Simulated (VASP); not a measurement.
# HfO2 (P1) in VASP: notebook, part 2 of 2

VASP 6.6.1. Earlier steps stand in the parts before.

## Step 3: Single point, r2SCAN (atoms moved at random and the cell strained at random)

Contents of POSCAR:

```
HfO2
1.0
    3.5583588500      0.0177955657      0.0145431598
    0.0177955657      3.5060715956      0.0247804969
    0.0211537699      0.0360445003      5.1303706876
Hf O
2 4
Direct
    0.5031506988      0.5033735141      0.5079425297
    0.0063975389     -0.0014522884     -0.0045172217
   -0.0166598694      0.5127193092      0.6913419754
    0.5021977581     -0.0121175054      0.7996836951
    0.5163511471     -0.0020214715      0.3085712213
   -0.0114372735      0.4994984421      0.1969778001
```

Contents of INCAR.step1:

```
PREC = Accurate
ENCUT = 520
ISMEAR = 0
SIGMA = 0.05
LREAL = False
LASPH = True
NELM = 100
NBANDS = 31
GGA = PE
ALGO = Normal
EDIFF = 1E-4
LWAVE = True
LCHARG = False
```

Contents of INCAR.step2:

```
PREC = Accurate
ENCUT = 520
EDIFF = 1E-6
ISMEAR = 0
SIGMA = 0.05
LREAL = False
LASPH = True
NELM = 100
ALGO = Normal
ISIF = 2
LWAVE = False
LCHARG = True
METAGGA = R2SCAN
LMIXTAU = True
LELF = True
LVHAR = True
NBANDS = 31
ISTART = 1
```

Contents of KPOINTS:

```
regular mesh
0
Gamma
  6 6 6
```

Potentials or basis: VASP PAW PBE potentials, release 64 (Hf_pv, O).

The run is started by

```
> cat potpaw_PBE.64/Hf_pv/POTCAR potpaw_PBE.64/O/POTCAR > POTCAR
> cp INCAR.step1 INCAR
> mpirun -np 1 vasp_std > vasp.out
> cp INCAR.step2 INCAR
> mpirun -np 1 vasp_std > vasp.out
```

OUTCAR:

```text
PREC = Accurate
   ENCUT = 520
   EDIFF = 1E-6
   ISMEAR = 0
   LREAL = False
   LASPH = True
   NELM = 100
   ISIF = 2
   METAGGA = R2SCAN
   ISTART = 1

 ion  position               nearest neighbor table
   1  0.503  0.503  0.508-   3 1.96   5 2.00   5 2.06   3 2.07   4 2.28   4 2.33   6 2.34   6 2.44
                             2 3.52   2 3.52   2 3.53   2 3.57   2 3.60   2 3.60   2 3.64   2 3.67
   2  0.006  0.999  0.995-   6 2.02   4 2.02   6 2.05   4 2.06   3 2.33   5 2.36   3 2.37   5 2.43
                             1 3.52   1 3.52   1 3.53   1 3.57   1 3.60   1 3.60   1 3.64   1 3.67
   3  0.983  0.513  0.691-   1 1.96   1 2.07   2 2.33   2 2.37
   4  0.502  0.988  0.800-   2 2.02   2 2.06   1 2.28   1 2.33
   5  0.516  0.998  0.309-   1 2.00   1 2.06   2 2.36   2 2.43
   6  0.989  0.499  0.197-   2 2.02   2 2.05   1 2.34   1 2.44

  LATTYP: Found a triclinic cell.
 ALAT       =     3.5062043279
 B/A-ratio  =     1.4319654734
 C/A-ratio  =     2.0414435384
 COS(alpha) =     0.0009859700
 COS(beta)  =     0.4949421409
 COS(gamma) =     0.7055027090

  Lattice vectors:

 A1 = (  -0.0177955657,  -3.5060715956,  -0.0247804969)
 A2 = (  -3.5761544157,  -3.5238671613,  -0.0393236567)
 A3 = (   3.5194095144,  -3.5243205302,  -5.1406080247)

Analysis of symmetry for initial positions (statically):
=====================================================================
 Subroutine PRICEL returns:
 Original cell was already a primitive cell.

 Routine SETGRP: Setting up the symmetry group for a
 triclinic supercell.

 Subroutine GETGRP returns: Found  1 space group operations
 (whereof  1 operations were pure point group operations)
 out of a pool of  2 trial point group operations.

The static configuration has the point symmetry C_1 .

Analysis of symmetry for dynamics (positions and initial velocities):
=====================================================================
 Subroutine PRICEL returns:
 Original cell was already a primitive cell.

 Routine SETGRP: Setting up the symmetry group for a
 triclinic supercell.

 Subroutine GETGRP returns: Found  1 space group operations
 (whereof  1 operations were pure point group operations)
 out of a pool of  2 trial point group operations.

The dynamic configuration has the point symmetry C_1 .

 Subroutine INISYM returns: Found  1 space group operations
 (whereof  1 operations are pure point group operations),
 and found     1 'primitive' translations

----------------------------------------------------------------------------------------

                                     Primitive cell

  volume of cell :      63.9999

  direct lattice vectors                    reciprocal lattice vectors
     3.558358850  0.017795566  0.014543160     0.281040218 -0.001418340 -0.001148833
     0.017795566  3.506071596  0.024780497    -0.001418340  0.285240825 -0.001998171
     0.021153770  0.036044500  5.130370688    -0.000789819 -0.001373737  0.194930597

  length of vectors
     3.558433067  3.506204328  5.130540915     0.281046145  0.285251350  0.194937038

  position of ions in fractional coordinates (direct lattice)
     0.503150699  0.503373514  0.507942530
     0.006397539  0.998547712  0.995482778
     0.983340131  0.512719309  0.691341975
     0.502197758  0.987882495  0.799683695
     0.516351147  0.997978528  0.308571221
[... 34 lines left out ...]

 Found    112 irreducible k-points:

 Following reciprocal coordinates:
            Coordinates               Weight
  0.000000  0.000000  0.000000      1.000000
  0.166667  0.000000  0.000000      2.000000
  0.333333  0.000000  0.000000      2.000000
  0.500000  0.000000  0.000000      1.000000
  0.000000  0.166667  0.000000      2.000000
  0.166667  0.166667  0.000000      2.000000
[... 16 lines left out ...]
  0.333333  0.000000  0.166667      2.000000
  0.500000  0.000000  0.166667      2.000000
 [... further k-points ...]
   k-points           NKPTS =    112   k-points in BZ     NKDIM =    112   number of bands    NBANDS=     31
   number of dos      NEDOS =    301   number of ions     NIONS =      6
   total plane-waves  NPLWV =  31360
   dimension x,y,z NGX =    28 NGY =   28 NGZ =   40
   dimension x,y,z NGXF=    56 NGYF=   56 NGZF=   80
   ions per type =               2   4
   NGX,Y,Z   is equivalent  to a cutoff of  13.08, 13.28, 12.96 a.u.
   NGXF,Y,Z  is equivalent  to a cutoff of  26.16, 26.55, 25.92 a.u.
 SYSTEM =  unknown system
   PREC   = accura    normal or accurate (medium, high low for compatibility)
   ISTART =      1    job   : 0-new  1-cont  2-samecut
   ICHARG =      0    charge: 1-file 2-atom 10-const
   ISPIN  =      1    spin polarized calculation?
   LNONCOLLINEAR =      F non collinear calculations
   LSORBIT =      F    spin-orbit coupling
   LASPH  =      T    aspherical Exc in radial PAW
   ENCUT  =  520.0 eV  38.22 Ry    6.18 a.u.   6.62  6.52  9.54*2*pi/ulx,y,z
   NELM   =    100;   NELMIN=  2; NELMDL=  0     # of ELM steps
   EDIFF  = 0.1E-05   stopping-criterion for ELM
   LREAL  =      F    real-space projection
[... 7 lines left out ...]
   TEBEG  =    0.0;   TEEND  =   0.0 temperature during run
   PSTRESS=    0.0 pullay stress
   NELECT =      44.0000    total number of electrons
   NUPDOWN=      -1.0000    fix difference up-down
   EMIN   =  10.00;   EMAX   =-10.00  energy-range for DOS
   EFERMI =   0.00;   METHOD = LEGACY
   ISMEAR =     0;   SIGMA  =   0.05  broadening in eV -4-tet -1-fermi 0-gaus
   EFERMI_NEDOS =   21; number of points for ismear=-14 and -15
   IALGO  =     38    algorithm
   IMIX   =      4    mixing-type and parameters
     AMIX     =   0.40;   BMIX     =  1.00
     AMIX_MAG =   1.60;   BMIX_MAG =  1.00
  volume/ion in A,a.u.               =      10.67        71.98
  Fermi-wavevector in a.u.,A,eV,Ry     =   1.444883  2.730432 28.404689  2.087686
  Thomas-Fermi vector in A             =   2.563127
   LORBIT       =      0    0 simple, 1 ext, 2 COOP (PROOUT), +10 PAW based schemes
   METAGGA = R2SCAN    functional components
   LHFCALC =     F    Hartree Fock is set to
   AEXX    =    0.0000 exact exchange contribution
   IVDW    =     0    specifies the selected vdW correction
   LEPSILON=     F    determine dielectric tensor
   LRPA    =     F    only Hartree local field effects (RPA)
 non-spin polarized calculation
 Gauss-broadening in eV      SIGMA  =   0.05
  energy-cutoff  :      520.00
  volume of cell :       64.00
 maximum number of plane-waves:      1746
 NGX is ok and might be reduce to    28
   NGX = 13   NGY = 13   NGZ = 19

 number of electron      44.0000001 magnetization

 Free energy of the ion-electron system (eV)
  ---------------------------------------------------
  ext. energy  EPLUGINS =         0.00000000
  ---------------------------------------------------
  free energy    TOTEN  =      -137.08674035 eV

  energy without entropy =     -137.08674035  energy(sigma->0) =     -137.08674035

 E-fermi :   3.7200     XC(G=0): -12.6576

 val. band max:        3.4978928999   @ k =  -0.0000   0.0000   0.5000
 cond. band min:       8.6837853026   @ k =   0.0000   0.0000   0.0000
 fundamental gap:      5.1858924027
 Fermi energy:         3.7199799246

 k-point     1 :       0.0000    0.0000    0.0000
  band No.  band energies     occupation
      1     -26.9273      2.00000
      2     -26.5465      2.00000
      3     -26.5065      2.00000
      4     -26.4065      2.00000
      5     -26.3128      2.00000
      6     -26.2619      2.00000
[... 805 lines left out ...]
     30      13.6912      0.00000
     31      13.9115      0.00000

 [... further k-points ...]

------------------------ aborting loop because EDIFF is reached ----------------------------------------

  FORCE on cell =-STRESS in cart. coord.  units (eV):
  Direction    XX          YY          ZZ          XY          YZ          ZX
  --------------------------------------------------------------------------------------
  -------------------------------------------------------------------------------------
  Total        3.9341492      3.1016976      3.2127822     -0.8387694     -0.5579127      0.0333694
  in kB       98.4876841     77.6480492     80.4289467    -20.9977941    -13.9668133      0.8353721
  external PRESSURE =      85.5215600 kB  Pullay stress =       0.0000000 kB

 VOLUME and BASIS-vectors are now :
 -----------------------------------------------------------------------------
  energy-cutoff  :      520.00
  volume of cell :       64.00
      direct lattice vectors                 reciprocal lattice vectors
     3.558358850  0.017795566  0.014543160     0.281040218 -0.001418340 -0.001148833
     0.017795566  3.506071596  0.024780497    -0.001418340  0.285240825 -0.001998171
     0.021153770  0.036044500  5.130370688    -0.000789819 -0.001373737  0.194930597

 POSITION                                       TOTAL-FORCE (eV/Angst)
 -----------------------------------------------------------------------------------
      1.81009      1.79213      2.62572        -0.708977     -0.347499     -1.255921
      0.06159      3.53698      5.13203        -0.581068      0.087394      0.815697
      3.52283      1.84005      3.57385         1.638712     -0.479349      0.952213
      1.82150      3.50135      4.13446        -0.279083      0.507807      0.412278
      1.86165      3.51930      1.61532        -0.680378      0.446065     -0.586443
      3.53072      1.77597      1.03732         0.610794     -0.214418     -0.337826
 -----------------------------------------------------------------------------------
    total drift:                               -0.000238      0.000325      0.005333

  FREE ENERGIE OF THE ION-ELECTRON SYSTEM (eV)
  ---------------------------------------------------
  free  energy   TOTEN  =      -137.0867403490 eV

  energy  without entropy=     -137.0867403490  energy(sigma->0) =     -137.08674035
```

It took 19 min on 1 thread of Oxide Virtual Turin-like, shared host; peak memory 0.28 GiB.

What came out:

| Item | Value |
| --- | --- |
| Free energy | -137.0867 eV |
| Pressure | 8.6 GPa |
| Largest force | 1.955 eV/Å |
| Band gap on the k mesh | 5.19 eV (least direct gap 5.28 eV) |

Forces on the atoms (eV/Å):
```
Hf  -0.709 -0.347 -1.256
Hf  -0.581  0.087  0.816
O    1.639 -0.479  0.952
O   -0.279  0.508  0.412
O   -0.680  0.446 -0.586
O    0.611 -0.214 -0.338
```

Levels at points of the mesh, in eV from the valence-band top:
```
           k point  band 20  band 21  band 22  band 23  band 24  band 25
(0.00, 0.00, 0.00)    -0.54    -0.31    -0.09     5.19     5.22     6.54
(0.50, 0.00, 0.00)    -1.63    -0.30    -0.19     5.40     5.53     6.52
(0.00, 0.50, 0.00)    -1.62    -0.42    -0.36     5.52     5.68     6.54
(0.50, 0.50, 0.00)    -0.93    -0.72    -0.63     6.17     6.36     6.64
(0.00, 0.00, 0.50)    -0.75    -0.47     0.00     5.75     5.98     6.13
(0.50, 0.00, 0.50)    -1.63    -1.08    -0.97     5.51     5.57     6.10
(0.00, 0.50, 0.50)    -1.56    -1.30    -1.20     5.76     5.92     6.01
(0.50, 0.50, 0.50)    -1.65    -0.24    -0.20     6.35     6.41     6.76
```

Caveat: the cell differs from its parent crystal (atoms moved at random and the cell strained at random); the cell stands under pressure; the PAW data sets were made with another functional, which shifts forces and pressure a little; spin-orbit coupling is left out, which moves the levels of the heavy elements. A k mesh can miss the band edges.
